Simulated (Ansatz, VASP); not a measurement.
## N in VASP and in Ansatz

Contents of INCAR:

```
  ALGO = Normal
  EDIFF = 1E-6
  ENCUT = 520
  GGA = PS
  ISIF = 2
  ISMEAR = -1
  LASPH = True
  LCHARG = False
  LREAL = False
  LWAVE = False
  NBANDS = 18
  NELM = 80
  PREC = Accurate
  SIGMA = 0.02
```

Contents of KPOINTS:

```
k-points
0
Gamma
  4 4 4
```

POSCAR

```
N
1.0
    5.6490000000      0.0564900000      0.0564900000
    0.0564900000      5.6490000000      0.0564900000
    0.0564900000      0.0564900000      5.6490000000
N
4
Direct
    0.0300000000      0.0300000000      0.0300000000
    0.4700000000      0.9700000000      0.5300000000
    0.5300000000      0.4700000000      0.9700000000
    0.9700000000      0.5300000000      0.4700000000
```

Input for Ansatz:

```yaml
crystal:
  lattice:
    - [5.649, 0.05649, 0.05649]
    - [0.05649, 5.649, 0.05649]
    - [0.05649, 0.05649, 5.649]
  atoms:
    - { symbol: "N", position: [0.03, 0.03, 0.03] }
    - { symbol: "N", position: [0.47, 0.97, 0.53] }
    - { symbol: "N", position: [0.53, 0.47, 0.97] }
    - { symbol: "N", position: [0.97, 0.53, 0.47] }
kpoints:
  mp_grid: { grid: [4, 4, 4] }
  band_path:
    path:
      - [0.0, 0.0, 0.0]
      - [0.5, 0.5, 0.5]
      - [0.5193194925, 0.4806805075, 0.5]
      - [0.5, -0.4806805075, 0.4806805075]
      - [0.5, 0.0, 0.0]
      - [0.0, 0.0, 0.0]
      - [0.4903402537, -0.4903402537, 0.0]
      - [0.5096597463, 0.0, 0.4903402537]
      - [0.5, 0.0, 0.5]
    npoints: 5
scf:
  occupations: { method: fermi_dirac, width: 0.02 }
hamiltonian:
  xc: pbesol
  pseudopotentials: { kind: all_electron, lapw: { basis_error: 0.001 } }
output:
  forces: true
  stress: true
  eigenvalues: true
```

Change from the starting cell: equal xy, yz and zx shear strains of +2 %.

Alike in both runs: task single point; functional PBEsol; k mesh 4 × 4 × 4; occupations fermi-dirac, width 0.02 eV; no spin polarisation.

|  | VASP | Ansatz |
| --- | --- | --- |
| version | VASP 6.6.1 | Ansatz 0.2.0 |
| potentials or method | VASP PAW PBE potentials, release 64 (N), cutoff 520 eV | all-electron LAPW, scalar-relativistic |

Ansatz gave:

- pressure (GPa): -4.1
- traceless stress, the component that is largest in VASP (GPa): 0.17
- rms of the force components (eV/Å): 0.228

Which values does VASP return?

Pressure (GPa): -4.2; traceless stress, the component that is largest in VASP (GPa): 0.17; rms of the force components (eV/Å): 0.228.

VASP's potentials were made for PBE, not for PBEsol. Atom by atom the forces differ by 0.001 eV/Å (rms over components). Ansatz ran all-electron here, and VASP with PAW potentials.
